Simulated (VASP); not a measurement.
Wanted: the native input for a VASP 6.6.1 run.

- Task: single point
- Functional: PBE
- Potentials or basis: VASP PAW PBE potentials, release 64 (Au)
- Cutoff: 500 eV
- k mesh: 6 × 6 × 6
- Occupations: gaussian, width 0.1 eV
- Spin: no spin polarisation
- Dipole correction: no
- Further INCAR settings: ALGO = Normal; EDIFF = 1e-06; NBANDS = 12

The structure of Au lies in POSCAR:

```
Au
1.0
    2.7327923755      0.0000000000      0.0000000000
    0.0000000000      2.7327923755      0.0000000000
    0.0000000000      0.0000000000      2.7327923755
Au
1
Direct
    0.0000000000      0.0000000000      0.0000000000
```

The input as run:

INCAR

```
SYSTEM = Au
PREC = Accurate
ENCUT = 500
EDIFF = 1E-6
ISMEAR = 0
SIGMA = 0.1
LREAL = .FALSE.
LASPH = .TRUE.
NELM = 120
ALGO = Normal
ISIF = 2
LWAVE = .FALSE.
LCHARG = .FALSE.
GGA = PE
NBANDS = 12
GGA_COMPAT = .FALSE.
```

KPOINTS

```
regular mesh
0
G
  6 6 6
  0 0 0
```

Potentials or basis: VASP PAW PBE potentials, release 64 (Au).

Command:

```console
$ cat potpaw_PBE.64/Au/POTCAR > POTCAR
$ mpirun -np 1 vasp_std > vasp.out
```

Results of the run:

| Property | Result |
| --- | --- |
| Pressure | -0.1 GPa |

Caveat: the k points lie up to 0.38 Å⁻¹ apart.

Run time: 8 s on 1 thread of AMD EPYC 7R43 64-Core Processor (Zen 3), on a shared host, peak memory 0.08 GiB.
